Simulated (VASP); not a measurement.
# Y (C2/m) in VASP: single point with PBEsol

Aim: the single point of Y with PBEsol.

All numbers are computed with VASP 6.6.1; they aren't measurements. Logs are shortened: lines on timing, memory, paths and dates and some standing lists are left out, and cuts for length are marked.

## Step 1: The cell of the first run

Symmetry: C2/m, No. 12, monoclinic system. Conventional cell: a = 9.564 Å, b = 5.365 Å, c = 3.457 Å, α = 90.00°, β = 91.20°, γ = 90.00°. Y (site symmetry m) has 14 Y at 3.10 to 4.34 Å within 4.4 Å. Y (site symmetry 2/m) has 14 Y at 3.45 to 3.78 Å within 4.5 Å.

## Step 2: Single point, PBEsol (Sc replaced by Y, lengths x 1.071, strained)

INCAR reads:

```
ALGO = Normal ; EDIFF = 1E-6
ENCUT = 500 ; GGA = PS
GGA_COMPAT = F ; ISIF = 2
ISMEAR = 0 ; LASPH = T
LCHARG = F ; LREAL = F
LWAVE = F ; NBANDS = 24
NELM = 120 ; PREC = Accurate
SIGMA = 0.1
```

KPOINTS reads:

```
k-points
0
Gamma
  10 10 12
```

POSCAR reads:

```
Y
1.0
    4.7818749917     -2.6822973211     -0.0471492308
    4.7818749917      2.6822973211     -0.0471492308
   -0.0380403345      0.0000000000      3.4570497578
Y
3
Direct
    0.3256301279      0.3256301279      1.0884302604
    0.0000000000      0.0000000000      0.5000000000
    0.6743698721      0.6743698721     -0.0884302604
```

Potentials or basis: VASP PAW PBE potentials, release 64 (Y_sv).

Started as:

```
cat potpaw_PBE.64/Y_sv/POTCAR > POTCAR
mpirun -np 1 vasp_std > vasp.out
```

OUTCAR:

```text
EDIFF = 1E-6
   ENCUT = 500
   GGA = PS
   ISIF = 2
   ISMEAR = 0
   LASPH = T
   LREAL = F
   NELM = 120
   PREC = Accurate

 ion  position               nearest neighbor table
   1  0.326  0.326  0.088-   3 3.10   3 3.10   3 3.40   2 3.45   2 3.45   2 3.45   2 3.68   2 3.78
                             2 3.78   3 4.19   3 4.19   3 4.34
   2  0.000  0.000  0.500-   3 3.45   3 3.45   1 3.45   1 3.45   1 3.45   3 3.45   1 3.68   3 3.68
                             1 3.78   3 3.78   1 3.78   3 3.78
   3  0.674  0.674  0.912-   1 3.10   1 3.10   1 3.40   2 3.45   2 3.45   2 3.45   2 3.68   2 3.78
                             2 3.78   1 4.19   1 4.19   1 4.34

  LATTYP: Found a base centered monoclinic cell.
 ALAT       =     9.5642148630
 B/A-ratio  =     0.5609027734
 C/A-ratio  =     0.3614786047
 COS(beta)  =    -0.0208614100

  Lattice vectors:

 A1 = (   4.7818749917,  -2.6822973211,  -0.0471492308)
 A2 = (   4.7818749917,   2.6822973211,  -0.0471492308)
 A3 = (  -0.0380403345,   0.0000000000,   3.4570497578)

Analysis of symmetry for initial positions (statically):
=====================================================================
 Subroutine PRICEL returns:
 Original cell was already a primitive cell.

 Routine SETGRP: Setting up the symmetry group for a
 base centered monoclinic supercell.

 Subroutine GETGRP returns: Found  4 space group operations
 (whereof  4 operations were pure point group operations)
 out of a pool of  4 trial point group operations.

The static configuration has the point symmetry C_2h.

Analysis of symmetry for dynamics (positions and initial velocities):
=====================================================================
 Subroutine PRICEL returns:
 Original cell was already a primitive cell.

 Routine SETGRP: Setting up the symmetry group for a
 base centered monoclinic supercell.

 Subroutine GETGRP returns: Found  4 space group operations
 (whereof  4 operations were pure point group operations)
 out of a pool of  4 trial point group operations.

The dynamic configuration has the point symmetry C_2h.

 Subroutine INISYM returns: Found  4 space group operations
 (whereof  4 operations are pure point group operations),
 and found     1 'primitive' translations

----------------------------------------------------------------------------------------

                                     Primitive cell

  volume of cell :      88.6735

  direct lattice vectors                    reciprocal lattice vectors
     4.781874992 -2.682297321 -0.047149231     0.104572841 -0.186407374  0.001150688
     4.781874992  2.682297321 -0.047149231     0.104572841  0.186407374  0.001150688
    -0.038040335  0.000000000  3.457049758     0.002852449  0.000000000  0.289295376

  length of vectors
     5.482998304  5.482998304  3.457259044     0.213739356  0.213739356  0.289309438

  position of ions in fractional coordinates (direct lattice)
     0.325630128  0.325630128  0.088430260
     1.000000000  1.000000000  0.500000000
     0.674369872  0.674369872  0.911569740

  ion indices of the primitive-cell ions
   primitive index   ion index
                 1           1
                 2           2
                 3           3

----------------------------------------------------------------------------------------

 KPOINTS: k-points

Automatic generation of k-mesh.
 Grid dimensions read from file:
 generate k-points for:   10   10   12

 Generating k-lattice:

  Cartesian coordinates                     Fractional coordinates (reciprocal lattice)
     0.010457284 -0.018640737  0.000115069     0.100000000  0.000000000 -0.000000000
     0.010457284  0.018640737  0.000115069     0.000000000  0.100000000 -0.000000000
     0.000237704  0.000000000  0.024107948     0.000000000  0.000000000  0.083333333

  Length of vectors
     0.021373936  0.021373936  0.024109120

  Shift w.r.t. Gamma in fractional coordinates (k-lattice)
     0.000000000  0.000000000  0.000000000

 Subroutine IBZKPT returns following result:
 ===========================================

 Found    337 irreducible k-points:

 Following reciprocal coordinates:
            Coordinates               Weight
  0.000000  0.000000  0.000000      1.000000
  0.100000  0.000000  0.000000      4.000000
  0.200000  0.000000  0.000000      4.000000
  0.300000  0.000000  0.000000      4.000000
  0.400000 -0.000000  0.000000      4.000000
  0.500000 -0.000000  0.000000      2.000000
[... 16 lines left out ...]
  0.300000  0.300000  0.000000      2.000000
  0.400000  0.300000  0.000000      4.000000
 [... further k-points ...]
   k-points           NKPTS =    337   k-points in BZ     NKDIM =    337   number of bands    NBANDS=     24
   number of dos      NEDOS =    301   number of ions     NIONS =      3
   total plane-waves  NPLWV =  44800
   dimension x,y,z NGX =    40 NGY =   40 NGZ =   28
   dimension x,y,z NGXF=    80 NGYF=   80 NGZF=   56
   ions per type =               3
   NGX,Y,Z   is equivalent  to a cutoff of  12.13, 12.13, 13.46 a.u.
   NGXF,Y,Z  is equivalent  to a cutoff of  24.26, 24.26, 26.93 a.u.
 SYSTEM =  unknown system
   PREC   = accura    normal or accurate (medium, high low for compatibility)
   ISTART =      0    job   : 0-new  1-cont  2-samecut
   ICHARG =      2    charge: 1-file 2-atom 10-const
   ISPIN  =      1    spin polarized calculation?
   LNONCOLLINEAR =      F non collinear calculations
   LSORBIT =      F    spin-orbit coupling
   LASPH  =      T    aspherical Exc in radial PAW
   ENCUT  =  500.0 eV  36.75 Ry    6.06 a.u.  10.00 10.00  6.30*2*pi/ulx,y,z
   NELM   =    120;   NELMIN=  2; NELMDL= -5     # of ELM steps
   EDIFF  = 0.1E-05   stopping-criterion for ELM
   LREAL  =      F    real-space projection
   EDIFFG = 0.1E-04   stopping-criterion for IOM
   NSW    =      0    number of steps for IOM
   IBRION =     -1    ionic relax: 0-MD 1-quasi-New 2-CG
   NFREE  =      0    steps in history (QN), initial steepest desc. (CG)
   ISIF   =      2    stress and relaxation
   ISYM   =      2    0-nonsym 1-usesym 2-fastsym
   POTIM  = 0.5000    time-step for ionic-motion
   TEBEG  =    0.0;   TEEND  =   0.0 temperature during run
   PSTRESS=    0.0 pullay stress
   NELECT =      33.0000    total number of electrons
   NUPDOWN=      -1.0000    fix difference up-down
   EMIN   =  10.00;   EMAX   =-10.00  energy-range for DOS
   EFERMI =   0.00;   METHOD = LEGACY
   ISMEAR =     0;   SIGMA  =   0.10  broadening in eV -4-tet -1-fermi 0-gaus
   EFERMI_NEDOS =   21; number of points for ismear=-14 and -15
   IALGO  =     38    algorithm
   IMIX   =      4    mixing-type and parameters
     AMIX     =   0.40;   BMIX     =  1.00
     AMIX_MAG =   1.60;   BMIX_MAG =  1.00
  volume/ion in A,a.u.               =      29.56       199.47
  Fermi-wavevector in a.u.,A,eV,Ry     =   1.177556  2.225258 18.866360  1.386638
  Thomas-Fermi vector in A             =   2.313901
   LORBIT       =      0    0 simple, 1 ext, 2 COOP (PROOUT), +10 PAW based schemes
   GGA     = PS    functional components
   LHFCALC =     F    Hartree Fock is set to
   AEXX    =    0.0000 exact exchange contribution
   IVDW    =     0    specifies the selected vdW correction
   LEPSILON=     F    determine dielectric tensor
   LRPA    =     F    only Hartree local field effects (RPA)
 non-spin polarized calculation
 Gauss-broadening in eV      SIGMA  =   0.10
  energy-cutoff  :      500.00
  volume of cell :       88.67
 maximum number of plane-waves:      2276
   NGX = 19   NGY = 19   NGZ = 13

 number of electron      32.9999999 magnetization

 Free energy of the ion-electron system (eV)
  ---------------------------------------------------
  ext. energy  EPLUGINS =         0.00000000
  ---------------------------------------------------
  free energy    TOTEN  =       -20.10775969 eV

  energy without entropy =      -20.07618228  energy(sigma->0) =      -20.09197099

 E-fermi :   3.4350     XC(G=0):  -9.9492

 val. band max:        3.4342141478   @ k =  -0.3000  -0.3000   0.3333
 cond. band min:       3.4355032840   @ k =  -0.3000  -0.4000   0.1667
 fundamental gap:      0.0012891362
 Fermi energy:         3.4349573784

 k-point     1 :       0.0000    0.0000    0.0000
  band No.  band energies     occupation
      1     -39.0053      2.00000
      2     -38.8474      2.00000
      3     -38.8186      2.00000
      4     -19.4077      2.00000
      5     -19.1702      2.00000
      6     -19.0880      2.00000
[... 16 lines left out ...]
     23       6.6133      0.00000
     24       6.9836      0.00000

 k-point     2 :       0.1000    0.0000    0.0000
  band No.  band energies     occupation
      1     -39.0011      2.00000
      2     -38.8509      2.00000
      3     -38.8195      2.00000
      4     -19.4172      2.00000
      5     -19.2133      2.00000
      6     -19.0528      2.00000
[... 16 lines left out ...]
     23       6.4715      0.00000
     24       6.7157      0.00000

 k-point     3 :       0.2000    0.0000    0.0000
  band No.  band energies     occupation
      1     -38.9888      2.00000
      2     -38.8609      2.00000
      3     -38.8221      2.00000
      4     -19.4285      2.00000
      5     -19.2722      2.00000
      6     -18.9795      2.00000
[... 16 lines left out ...]
     23       6.2306      0.00000
     24       6.5266      0.00000

 k-point     4 :       0.3000    0.0000    0.0000
  band No.  band energies     occupation
      1     -38.9702      2.00000
      2     -38.8764      2.00000
      3     -38.8256      2.00000
      4     -19.4300      2.00000
      5     -19.2997      2.00000
      6     -18.9042      2.00000
[... 16 lines left out ...]
     23       6.1398      0.00000
     24       6.7224      0.00000

 k-point     5 :       0.4000   -0.0000    0.0000
  band No.  band energies     occupation
      1     -38.9477      2.00000
      2     -38.8962      2.00000
      3     -38.8286      2.00000
      4     -19.4358      2.00000
      5     -19.2726      2.00000
      6     -18.9449      2.00000
[... 16 lines left out ...]
     23       6.5143      0.00000
     24       7.2007      0.00000

 k-point     6 :       0.5000   -0.0000    0.0000
  band No.  band energies     occupation
      1     -38.9300      2.00000
      2     -38.9128      2.00000
      3     -38.8298      2.00000
      4     -19.4408      2.00000
      5     -19.2378      2.00000
      6     -19.0081      2.00000
[... 16 lines left out ...]
     23       6.9621      0.00000
     24       6.9720      0.00000
[... 379 lines left out ...]
 k-point    21 :      -0.3000    0.2000   -0.0000
  band No.  band energies     occupation
      1     -38.9331      2.00000
      2     -38.9090      2.00000
      3     -38.8306      2.00000
      4     -19.3797      2.00000
      5     -19.3162      2.00000
      6     -18.9985      2.00000
[... 16 lines left out ...]
     23       6.3413      0.00000
     24       7.1422      0.00000

 k-point    22 :      -0.2000    0.2000    0.0000
  band No.  band energies     occupation
      1     -38.9554      2.00000
      2     -38.8898      2.00000
      3     -38.8273      2.00000
      4     -19.3900      2.00000
      5     -19.3437      2.00000
      6     -18.8829      2.00000
[... 16 lines left out ...]
     23       6.0955      0.00000
     24       6.7326      0.00000

 k-point    23 :       0.3000    0.3000    0.0000
  band No.  band energies     occupation
      1     -38.9837      2.00000
      2     -38.8631      2.00000
      3     -38.8251      2.00000
      4     -19.4965      2.00000
      5     -19.1956      2.00000
      6     -18.9168      2.00000
[... 16 lines left out ...]
     23       6.1437      0.00000
     24       6.9082      0.00000

 k-point    24 :       0.4000    0.3000    0.0000
  band No.  band energies     occupation
      1     -38.9752      2.00000
      2     -38.8694      2.00000
      3     -38.8276      2.00000
      4     -19.4971      2.00000
      5     -19.1913      2.00000
      6     -18.9200      2.00000
[... 16 lines left out ...]
     23       6.3273      0.00000
     24       7.0564      0.00000

 [... further k-points ...]
[... 5 lines left out ...]
  --------------------------------------------------------------------------------------
  -------------------------------------------------------------------------------------
  Total        0.8472018      2.0844689      0.5128462      0.0000000      0.0000000      0.3274441
  in kB       15.3074841     37.6627790      9.2662517      0.0000000      0.0000000      5.9163534
  external PRESSURE =      20.7455049 kB  Pullay stress =       0.0000000 kB

 VOLUME and BASIS-vectors are now :
 -----------------------------------------------------------------------------
  energy-cutoff  :      500.00
  volume of cell :       88.67
      direct lattice vectors                 reciprocal lattice vectors
     4.781874992 -2.682297321 -0.047149231     0.104572841 -0.186407374  0.001150688
     4.781874992  2.682297321 -0.047149231     0.104572841  0.186407374  0.001150688
    -0.038040335  0.000000000  3.457049758     0.002852449  0.000000000  0.289295376

 POSITION                                       TOTAL-FORCE (eV/Angst)
 -----------------------------------------------------------------------------------
      3.11088      0.00000      0.27500         0.497489      0.000000     -0.283343
     -0.01902      0.00000      1.72852         0.000000      0.000000      0.000000
      6.41483      0.00000      3.08775        -0.497489      0.000000      0.283343
 -----------------------------------------------------------------------------------
    total drift:                               -0.000000      0.000000     -0.000000

  FREE ENERGIE OF THE ION-ELECTRON SYSTEM (eV)
  ---------------------------------------------------
  free  energy   TOTEN  =       -20.1077596927 eV

  energy  without entropy=      -20.0761822802  energy(sigma->0) =      -20.09197099
```

Wall time 3.7 min (1 thread of Intel Xeon 6975P-C (Granite Rapids), shared host); peak memory 0.65 GiB.

Results:

* Free energy: -20.1078 eV
* Pressure: 2.1 GPa
* Largest force: 0.573 eV/Å
* Band gap on the k mesh: zero (an odd number of electrons rules out a gap without spin polarisation)

Forces on the atoms (eV/Å):
```
Y    0.497  0.000 -0.283
Y    0.000  0.000  0.000
Y   -0.497  0.000  0.283
```

Stress tensor (GPa, compression positive):
```
1.53 0.00 0.59
0.00 3.77 0.00
0.59 0.00 0.93
```

Levels at points of the mesh, in eV from the Fermi level:
```
           k point  band 14  band 15  band 16  band 17  band 18  band 19  band 20  band 21
(0.00, 0.00, 0.00)    -1.02    -0.03    -0.01     0.08     0.10     0.32     1.78     1.84
(0.50, 0.00, 0.00)    -2.69    -2.05     0.23     0.24     0.50     1.02     1.33     1.41
(0.50, 0.50, 0.00)    -2.79    -1.99     0.44     0.44     0.62     0.68     1.23     1.54
(0.00, 0.00, 0.50)    -1.61    -1.49    -1.22    -0.46    -0.43     0.57     0.93     3.39
(0.50, 0.00, 0.50)    -1.20    -0.81    -0.45    -0.42     0.19     0.54     1.21     1.47
(0.50, 0.50, 0.50)    -1.24    -0.89    -0.43    -0.22     0.42     0.66     0.98     1.32
```

Caveat: the cell differs from its parent crystal (Sc replaced by Y, lengths x 1.071, strained); the PAW data sets were made with another functional, which shifts forces and pressure a little.
